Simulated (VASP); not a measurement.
# NbTeI: single point with PBE

Crystal: NbTeI.

```
CELL_PARAMETERS angstrom
4.71111 0.00000 0.00000
-2.35556 4.07994 0.00000
0.00000 0.00000 4.65944
ATOMIC_POSITIONS crystal
Nb 0.00000 0.00000 0.00000
Te 0.66667 0.33333 0.50000
I 0.33333 0.66667 0.50000
```

| Item | Value |
| --- | --- |
| Program | VASP 6.6.1 |
| Task | single point |
| Functional | PBE |
| Potentials or basis | VASP PAW PBE potentials, release 64 (Nb_sv, Te, I) |
| Cutoff | 500 eV |
| k mesh | 6 × 6 × 4 |
| Occupations | gaussian, width 0.1 eV |
| Spin | no spin polarisation |
| Dipole correction | no |
| Further INCAR settings | ALGO = Normal; EDIFF = 1e-06; NBANDS = 20 |

The pressure is 6.5 GPa. The band gap on the k mesh is zero (band 13 reaches 8.07 eV, above the bottom of band 14 at 7.08 eV).

Stress tensor (GPa, compression positive):
```
 16.90   0.00   0.00
  0.00  16.90   0.00
  0.00   0.00 -14.34
```

Levels at points of the mesh, in eV from the Fermi level:
```csv
k point,band 10,band 11,band 12,band 13,band 14,band 15,band 16,band 17
"(0.00, 0.00, 0.00)",-1.71,-1.71,-1.61,-0.56,-0.22,-0.17,-0.17,0.12
"(0.50, 0.00, 0.00)",-2.41,-0.65,-0.40,-0.16,0.01,0.73,1.23,1.51
"(0.00, 0.00, 0.50)",-2.49,-2.49,-1.22,-0.62,-0.62,0.07,1.93,1.93
"(0.50, 0.00, 0.50)",-4.06,-0.10,0.13,0.26,0.29,0.46,1.15,1.66
```

Wall time 43 s on 1 thread of Intel(R) Xeon(R) Platinum 8259CL CPU @ 2.50GHz (Skylake/Cascade Lake), on a shared host, peak memory 0.22 GiB.

Caveat: spin-orbit coupling is left out, which moves the levels of the heavy elements.
